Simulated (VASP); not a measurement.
A run of VASP 6.6.1 is set up as follows.

Contents of INCAR:

```
SYSTEM = TaTe
  PREC = Accurate
  ENCUT = 520
  EDIFF = 1E-7
  ISMEAR = 0
  SIGMA = 0.05
  LREAL = .FALSE.
  LASPH = .TRUE.
  NELM = 150
  ALGO = Normal
  ISIF = 2
  LWAVE = .FALSE.
  LCHARG = .FALSE.
  ISPIN = 2
  MAGMOM = 1.52 0
  LORBIT = 11
  LMAXMIX = 4
  GGA = PE
  NBANDS = 20
```

The input KPOINTS:

```
Automatic mesh
0
G
  10 10 10
  0 0 0
```

Contents of POSCAR:

```
TaTe
1.0
    0.0000000000      3.2320030464      3.2320030464
    3.2320030464      0.0000000000      3.2320030464
    3.2320030464      3.2320030464      0.0000000000
Ta Te
1 1
Direct
    0.0000000000      0.0000000000      0.0000000000
    0.2500000000      0.2500000000      0.2500000000
```

Potentials or basis: VASP PAW PBE potentials, release 64 (Ta_pv, Te).

The run is started by

```bash
$ cat potpaw_PBE.64/Ta_pv/POTCAR potpaw_PBE.64/Te/POTCAR > POTCAR
$ mpirun -np 1 vasp_std > vasp.out
```

**Question.** What does it give for the pressure?

**Answer.** -3.6 GPa.

**Question.** Predict the site moments.

**Answer.** Ta +1.55; Te -0.05 μB.

**Question.** Predict the net moment.

**Answer.** 2.32 μB per cell.

Caveat: the cell stands under tension.
